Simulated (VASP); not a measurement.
# Sn (Fd-3m) in VASP: single point with PBEsol

Aim: the single point of Sn with PBEsol.

Everything below comes from runs of VASP 6.6.1. Logs are shortened: lines on timing, memory, paths and dates and some standing lists are left out, and cuts for length are marked.

### 1 The cell of the first run

It takes space group Fd-3m (No. 227, cubic). Conventional cell: a = 6.658 Å, b = 6.658 Å, c = 6.658 Å, α = 90.00°, β = 90.00°, γ = 90.00°. Sn (site symmetry -43m) has 4 Sn at 2.88 Å within 3.8 Å.

This isn't the form of Sn at room conditions, which is tetragonal (white tin).

### 2 Single point, PBEsol

Input file INCAR:

```
SYSTEM = Sn
PREC = Accurate
ENCUT = 520
EDIFF = 1E-6
ISMEAR = -1
SIGMA = 0.0816
LREAL = .False.
LASPH = .True.
NELM = 60
ALGO = Normal
ISIF = 2
LWAVE = .False.
LCHARG = .False.
GGA = PS
NBANDS = 66
```

Input file KPOINTS:

```
regular mesh
0
Gamma
  4 4 4
  0 0 0
```

Input file POSCAR:

```
Sn
1.0
    6.6577725840      0.0000000000      0.0000000000
    0.0000000000      6.6577725840      0.0000000000
    0.0000000000      0.0000000000      6.6577725840
Sn
8
Direct
    0.8750000000      0.3750000000      0.3750000000
    0.3750000000      0.8750000000      0.3750000000
    0.3750000000      0.3750000000      0.8750000000
    0.8750000000      0.8750000000      0.8750000000
    0.1250000000      0.1250000000      0.1250000000
    0.6250000000      0.6250000000      0.1250000000
    0.6250000000      0.1250000000      0.6250000000
    0.1250000000      0.6250000000      0.6250000000
```

Potentials or basis: VASP PAW PBE potentials, release 64 (Sn_d).

On the command line:

```bash
> cat potpaw_PBE.64/Sn_d/POTCAR > POTCAR
> mpirun -np 1 vasp_std > vasp.out
```

OUTCAR:

```text
SYSTEM = Sn
   PREC = Accurate
   ENCUT = 520
   EDIFF = 1E-6
   ISMEAR = -1
   LREAL = .False.
   LASPH = .True.
   NELM = 60
   ISIF = 2
   GGA = PS

 ion  position               nearest neighbor table
   1  0.875  0.375  0.375-   5 2.88   6 2.88   7 2.88   8 2.88
   2  0.375  0.875  0.375-   5 2.88   6 2.88   7 2.88   8 2.88
   3  0.375  0.375  0.875-   5 2.88   6 2.88   7 2.88   8 2.88
   4  0.875  0.875  0.875-   5 2.88   6 2.88   7 2.88   8 2.88
   5  0.125  0.125  0.125-   1 2.88   2 2.88   3 2.88   4 2.88
   6  0.625  0.625  0.125-   1 2.88   2 2.88   3 2.88   4 2.88
   7  0.625  0.125  0.625-   1 2.88   2 2.88   3 2.88   4 2.88
   8  0.125  0.625  0.625-   1 2.88   2 2.88   3 2.88   4 2.88

  LATTYP: Found a simple cubic cell.
 ALAT       =     6.6577725840

  Lattice vectors:

 A1 = (   6.6577725840,   0.0000000000,   0.0000000000)
 A2 = (   0.0000000000,   6.6577725840,   0.0000000000)
 A3 = (   0.0000000000,   0.0000000000,   6.6577725840)

Analysis of symmetry for initial positions (statically):
=====================================================================
 Subroutine PRICEL returns following result:

  LATTYP: Found a face centered cubic cell.
 ALAT       =     6.6577725840

  Lattice vectors:

 A1 = (   3.3288862920,  -3.3288862920,   0.0000000000)
 A2 = (   3.3288862920,   0.0000000000,   3.3288862920)
 A3 = (   0.0000000000,  -3.3288862920,   3.3288862920)

   4 primitive cells build up your supercell.

 Routine SETGRP: Setting up the symmetry group for a
 simple cubic supercell.

 Subroutine GETGRP returns: Found 48 space group operations
 (whereof 12 operations were pure point group operations)
 out of a pool of 48 trial point group operations.

The static configuration has the point symmetry D_3d.
 The point group associated with its full space group is O_h .

Analysis of symmetry for dynamics (positions and initial velocities):
=====================================================================
 Subroutine PRICEL returns following result:

  LATTYP: Found a face centered cubic cell.
 ALAT       =     6.6577725840

  Lattice vectors:

 A1 = (   3.3288862920,  -3.3288862920,   0.0000000000)
 A2 = (   3.3288862920,   0.0000000000,   3.3288862920)
 A3 = (   0.0000000000,  -3.3288862920,   3.3288862920)

   4 primitive cells build up your supercell.

 Routine SETGRP: Setting up the symmetry group for a
 simple cubic supercell.

 Subroutine GETGRP returns: Found 48 space group operations
 (whereof 12 operations were pure point group operations)
 out of a pool of 48 trial point group operations.

The dynamic configuration has the point symmetry D_3d.
 The point group associated with its full space group is O_h .

 Subroutine INISYM returns: Found 48 space group operations
 (whereof 12 operations are pure point group operations),
 and found     4 'primitive' translations

----------------------------------------------------------------------------------------

                                     Primitive cell

  volume of cell :      73.7780

  direct lattice vectors                    reciprocal lattice vectors
     3.328886292 -3.328886292  0.000000000     0.150200384 -0.150200384 -0.150200384
     3.328886292  0.000000000  3.328886292     0.150200384  0.150200384  0.150200384
     0.000000000 -3.328886292  3.328886292    -0.150200384 -0.150200384  0.150200384

  length of vectors
     4.707756142  4.707756142  4.707756142     0.260154697  0.260154697  0.260154697

  position of ions in fractional coordinates (direct lattice)
     0.125000000  0.625000000  0.125000000
     0.875000000  0.375000000  0.875000000

  ion indices of the primitive-cell ions
   primitive index   ion index
                 1           1
                 2           5

----------------------------------------------------------------------------------------

 KPOINTS: regular mesh

Automatic generation of k-mesh.
 Grid dimensions read from file:
 generate k-points for:    4    4    4

 Generating k-lattice:

  Cartesian coordinates                     Fractional coordinates (reciprocal lattice)
     0.037550096  0.000000000  0.000000000     0.250000000  0.000000000  0.000000000
     0.000000000  0.037550096  0.000000000     0.000000000  0.250000000  0.000000000
     0.000000000  0.000000000  0.037550096     0.000000000  0.000000000  0.250000000

  Length of vectors
     0.037550096  0.037550096  0.037550096

  Shift w.r.t. Gamma in fractional coordinates (k-lattice)
     0.000000000  0.000000000  0.000000000

 Subroutine IBZKPT returns following result:
 ===========================================

 Found     10 irreducible k-points:

 Following reciprocal coordinates:
            Coordinates               Weight
  0.000000  0.000000  0.000000      1.000000
  0.250000  0.000000  0.000000      6.000000
  0.500000  0.000000  0.000000      3.000000
  0.250000  0.250000  0.000000     12.000000
  0.500000  0.250000  0.000000     12.000000
  0.500000  0.500000  0.000000      3.000000
  0.250000  0.250000  0.250000      8.000000
  0.500000  0.250000  0.250000     12.000000
  0.500000  0.500000  0.250000      6.000000
  0.500000  0.500000  0.500000      1.000000
   k-points           NKPTS =     10   k-points in BZ     NKDIM =     10   number of bands    NBANDS=     66
   number of dos      NEDOS =    301   number of ions     NIONS =      8
   total plane-waves  NPLWV = 125000
   dimension x,y,z NGX =    50 NGY =   50 NGZ =   50
   dimension x,y,z NGXF=   100 NGYF=  100 NGZF=  100
   ions per type =               8
   NGX,Y,Z   is equivalent  to a cutoff of  12.49, 12.49, 12.49 a.u.
   NGXF,Y,Z  is equivalent  to a cutoff of  24.97, 24.97, 24.97 a.u.
 SYSTEM =  Sn
   PREC   = accura    normal or accurate (medium, high low for compatibility)
   ISTART =      0    job   : 0-new  1-cont  2-samecut
   ICHARG =      2    charge: 1-file 2-atom 10-const
   ISPIN  =      1    spin polarized calculation?
   LNONCOLLINEAR =      F non collinear calculations
   LSORBIT =      F    spin-orbit coupling
   LASPH  =      T    aspherical Exc in radial PAW
   ENCUT  =  520.0 eV  38.22 Ry    6.18 a.u.  12.38 12.38 12.38*2*pi/ulx,y,z
   NELM   =     60;   NELMIN=  2; NELMDL= -5     # of ELM steps
   EDIFF  = 0.1E-05   stopping-criterion for ELM
   LREAL  =      F    real-space projection
   EDIFFG = 0.1E-04   stopping-criterion for IOM
   NSW    =      0    number of steps for IOM
   IBRION =     -1    ionic relax: 0-MD 1-quasi-New 2-CG
   NFREE  =      0    steps in history (QN), initial steepest desc. (CG)
   ISIF   =      2    stress and relaxation
   ISYM   =      2    0-nonsym 1-usesym 2-fastsym
   POTIM  = 0.5000    time-step for ionic-motion
   TEBEG  =    0.0;   TEEND  =   0.0 temperature during run
   PSTRESS=    0.0 pullay stress
   NELECT =     112.0000    total number of electrons
   NUPDOWN=      -1.0000    fix difference up-down
   EMIN   =  10.00;   EMAX   =-10.00  energy-range for DOS
   EFERMI =   0.00;   METHOD = LEGACY
   ISMEAR =    -1;   SIGMA  =   0.08  broadening in eV -4-tet -1-fermi 0-gaus
   EFERMI_NEDOS =   21; number of points for ismear=-14 and -15
   IALGO  =     38    algorithm
   IMIX   =      4    mixing-type and parameters
     AMIX     =   0.40;   BMIX     =  1.00
     AMIX_MAG =   1.60;   BMIX_MAG =  1.00
  volume/ion in A,a.u.               =      36.89       248.94
  Fermi-wavevector in a.u.,A,eV,Ry     =   1.185273  2.239842 19.114459  1.404873
  Thomas-Fermi vector in A             =   2.321471
   LORBIT       =      0    0 simple, 1 ext, 2 COOP (PROOUT), +10 PAW based schemes
   GGA     = PS    functional components
   LHFCALC =     F    Hartree Fock is set to
   AEXX    =    0.0000 exact exchange contribution
   IVDW    =     0    specifies the selected vdW correction
   LEPSILON=     F    determine dielectric tensor
   LRPA    =     F    only Hartree local field effects (RPA)
 non-spin polarized calculation
  energy-cutoff  :      520.00
  volume of cell :      295.11
 maximum number of plane-waves:      8025
 NGX is ok and might be reduce to    50
   NGX = 25   NGY = 25   NGZ = 25

 number of electron     111.9999938 magnetization

 Free energy of the ion-electron system (eV)
  ---------------------------------------------------
  ext. energy  EPLUGINS =         0.00000000
  ---------------------------------------------------
  free energy    TOTEN  =       -33.74860985 eV

  energy without entropy =      -33.72241192  energy(sigma->0) =      -33.73551089

 E-fermi :   4.6277     XC(G=0):  -8.7347

 val. band max:        4.5108486577   @ k =   0.5000   0.5000   0.5000
 cond. band min:       4.7988825798   @ k =   0.0000   0.0000   0.0000
 fundamental gap:      0.2880339222
 Fermi energy:         4.6276731366

 k-point     1 :       0.0000    0.0000    0.0000
  band No.  band energies     occupation
      1     -16.7954      2.00000
      2     -16.7954      2.00000
      3     -16.7954      2.00000
      4     -16.7954      2.00000
      5     -16.7954      2.00000
      6     -16.7954      2.00000
[... 58 lines left out ...]
     65       6.8471      0.00000
     66       6.8471      0.00000

 k-point     2 :       0.2500    0.0000    0.0000
  band No.  band energies     occupation
      1     -16.8029      2.00000
      2     -16.8029      2.00000
      3     -16.8029      2.00000
      4     -16.8029      2.00000
      5     -16.7899      2.00000
      6     -16.7899      2.00000
[... 58 lines left out ...]
     65       7.7253      0.00000
     66       7.7253      0.00000

 k-point     3 :       0.5000    0.0000    0.0000
  band No.  band energies     occupation
      1     -16.8091      2.00000
      2     -16.8091      2.00000
      3     -16.8091      2.00000
      4     -16.8091      2.00000
      5     -16.7757      2.00000
      6     -16.7757      2.00000
[... 472 lines left out ...]
     65       8.1590      0.00000
     66       8.1590      0.00000

 k-point    10 :       0.5000    0.5000    0.5000
  band No.  band energies     occupation
      1     -16.7827      2.00000
      2     -16.7827      2.00000
      3     -16.7827      2.00000
      4     -16.7827      2.00000
      5     -16.7827      2.00000
      6     -16.7827      2.00000
[... 58 lines left out ...]
     65       7.8858      0.00000
     66       7.8858      0.00000

------------------------ aborting loop because EDIFF is reached ----------------------------------------

  FORCE on cell =-STRESS in cart. coord.  units (eV):
  Direction    XX          YY          ZZ          XY          YZ          ZX
  --------------------------------------------------------------------------------------
  -------------------------------------------------------------------------------------
  Total       -3.6101006     -3.6101006     -3.6101006      0.0000000      0.0000000      0.0000000
  in kB      -19.5994108    -19.5994108    -19.5994108      0.0000000      0.0000000      0.0000000
  external PRESSURE =     -19.5994108 kB  Pullay stress =       0.0000000 kB

 VOLUME and BASIS-vectors are now :
 -----------------------------------------------------------------------------
  energy-cutoff  :      520.00
  volume of cell :      295.11
      direct lattice vectors                 reciprocal lattice vectors
     6.657772584  0.000000000  0.000000000     0.150200384  0.000000000  0.000000000
     0.000000000  6.657772584  0.000000000     0.000000000  0.150200384  0.000000000
     0.000000000  0.000000000  6.657772584     0.000000000  0.000000000  0.150200384

 POSITION                                       TOTAL-FORCE (eV/Angst)
 -----------------------------------------------------------------------------------
      5.82555      2.49666      2.49666         0.000000     -0.000000     -0.000000
      2.49666      5.82555      2.49666         0.000000     -0.000000     -0.000000
      2.49666      2.49666      5.82555        -0.000000     -0.000000     -0.000000
      5.82555      5.82555      5.82555        -0.000000     -0.000000     -0.000000
      0.83222      0.83222      0.83222        -0.000000      0.000000      0.000000
      4.16111      4.16111      0.83222        -0.000000      0.000000      0.000000
      4.16111      0.83222      4.16111         0.000000      0.000000      0.000000
      0.83222      4.16111      4.16111        -0.000000      0.000000      0.000000
 -----------------------------------------------------------------------------------
    total drift:                                0.000000     -0.000000      0.000000

  FREE ENERGIE OF THE ION-ELECTRON SYSTEM (eV)
  ---------------------------------------------------
  free  energy   TOTEN  =       -33.7486098548 eV

  energy  without entropy=      -33.7224119161  energy(sigma->0) =      -33.73551089
```

Run time: 2.3 min. Hardware: 1 thread of AMD EPYC 7R43 (Zen 3), shared host; peak memory 0.38 GiB.

What came out:

```
Free energy            : -33.7486 eV
Pressure               : -2.0 GPa
Band gap on the k mesh : zero (bands 56 and 57 overlap by 0.29 eV)
```

Levels at points of the mesh, in eV from the Fermi level:
```csv
k point,band 52,band 53,band 54,band 55,band 56,band 57,band 58,band 59,band 60,band 61
"(0.00, 0.00, 0.00)",-2.15,-2.15,-1.13,0.17,0.17,0.17,0.92,0.92,0.92,0.92
"(0.50, 0.00, 0.00)",-2.67,-1.35,-1.35,-1.35,-1.35,1.08,1.08,2.05,2.05,3.25
"(0.50, 0.50, 0.00)",-2.65,-0.98,-0.98,-0.98,-0.98,1.47,1.47,1.47,1.47,3.89
"(0.50, 0.50, 0.50)",-0.92,-0.92,-0.92,-0.92,-0.92,-0.12,-0.12,-0.12,-0.12,3.26
```

Caveat: the PAW data sets were made with another functional, which shifts forces and pressure a little; spin-orbit coupling is left out, which moves the levels of the heavy elements.
